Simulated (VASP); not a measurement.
Runs of VASP 6.6.1 on TaN. The structure is that of space group P-6m2 (No. 187), or close to it. The cells are those of the table. 

```tsv
cell	gap on the mesh (eV)	pressure (GPa)
a = 2.977, b = 2.977, c = 2.921 Å, angles 90.0, 90.0, 120.0°, 2 atoms	none	(b)
a = 2.996, b = 2.996, c = 2.940 Å, angles 90.0, 90.0, 120.0°, 2 atoms	none	(a)
a = 2.938, b = 2.938, c = 2.883 Å, angles 90.0, 90.0, 120.0°, 2 atoms	none	1.4
a = 2.878, b = 2.878, c = 2.824 Å, angles 90.0, 90.0, 120.0°, 2 atoms	none	27.3
a = 2.898, b = 2.898, c = 2.844 Å, angles 90.0, 90.0, 120.0°, 2 atoms	none	17.7
```

Alike in all rows: task single point; level r2SCAN; potentials or basis VASP PAW PBE potentials, release 64 (Ta_pv, N); no spin polarisation; k mesh 11 × 11 × 10; cutoff (eV) 520; smearing fermi-dirac 0.1 eV.

**Question.** Fill in the values left out.

**Answer.** (a) -17.4; (b) -11.8.

Caveats: the PAW data sets were made with another functional, which shifts forces and pressure a little; spin-orbit coupling is left out, which moves the levels of the heavy elements.

A k mesh can miss the band edges, and the runs leave out spin-orbit coupling on Ta.

A gap of «none» marks levels without a gap at the run's occupations.
